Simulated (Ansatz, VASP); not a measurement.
**SbTe2O3 in VASP and in Ansatz**

INCAR

```
SYSTEM = SbTe2O3
PREC = Accurate ; ENCUT = 600
EDIFF = 1E-6 ; ISMEAR = 0
SIGMA = 0.1 ; LREAL = .False.
LASPH = .True. ; NELM = 100
ALGO = Normal ; ISIF = 3
LWAVE = .False. ; LCHARG = .False.
GGA = PE ; IBRION = 2
NSW = 100 ; EDIFFG = -0.01
```

Contents of KPOINTS:

```
Automatic mesh
0
Gamma
  12 12 4
  0 0 0
```

File POSCAR:

```
SbTe2O3
1.0
    3.5411702450      0.0000000000      0.0000000000
   -1.7705851225      3.0667433913      0.0000000000
    0.0000000000      0.0000000000     10.5548059845
Sb Te O
1 2 3
Direct
    0.0000000000      0.0000000000      0.5000000000
    0.0000000000      0.0000000000      0.7728293037
    0.0000000000      0.0000000000      0.2271706963
    0.3333333333      0.6666666667      0.0000000000
    0.6666666667      0.3333333333      0.0000000000
    0.0000000000      0.0000000000      0.0000000000
```

Input for Ansatz:

```yaml
crystal:
  lattice:
    - [3.541170245, 0.0, 0.0]
    - [-1.7705851225, 3.0667433913, 0.0]
    - [0.0, 0.0, 10.5548059845]
  atoms:
    - { symbol: Sb, position: [0.0, 0.0, 0.5] }
    - { symbol: Te, position: [0.0, 0.0, 0.7728293037] }
    - { symbol: Te, position: [0.0, 0.0, 0.2271706963] }
    - { symbol: O, position: [0.3333333333, 0.6666666667, 0.0] }
    - { symbol: O, position: [0.6666666667, 0.3333333333, 0.0] }
    - { symbol: O, position: [0.0, 0.0, 0.0] }
basis:
  ecutwfc: 420
kpoints:
  mp_grid: { grid: [12, 12, 4] }
hamiltonian:
  xc: pbe
scf:
  occupations: { method: gaussian, width: 0.1 }
output:
  forces: true
  stress: true
  eigenvalues: true
  write_density: true
  write_potential: true
  elf: true
  volumetric_format: npy
relax:
  adjacent_minimum: "off"
  f_tol: 0.01
  max_steps: 80
  cell: { stress_tol: 0.05 }
```

Alike in both runs: task relaxation of cell and atoms; functional PBE; k mesh 12 × 12 × 4; occupations gaussian, width 0.1 eV; no spin polarisation.

|  | VASP | Ansatz |
| --- | --- | --- |
| version | VASP 6.6.1 | Ansatz 0.2.0 |
| potentials or method | VASP PAW PBE potentials, release 64 (Sb, Te, O), cutoff 600 eV | scalar-relativistic, plane waves, PAW |
| valence electrons in the cell | 35 | 65 |

Ansatz gave:

| Property | Result |
| --- | --- |
| gap on the k mesh at the Fermi level, each at its own relaxed structure (eV) | none |
| relaxed volume (Å³/atom) | 19.09 |
| relaxed cell length with the largest relative difference (Å) | 10.554 |

**Question.** What did VASP give for the same quantities?

**Answer.** gap on the k mesh at the Fermi level, each at its own relaxed structure (eV): none; relaxed volume (Å³/atom): 19.04; relaxed cell length with the largest relative difference (Å): 10.530.

A gap of «none» marks a metal or a gap that the smearing closes. VASP's potentials hold 35 valence electrons a cell and Ansatz's 65, so a difference there can come from the potentials and not from the codes.

Spin-orbit coupling is off throughout.
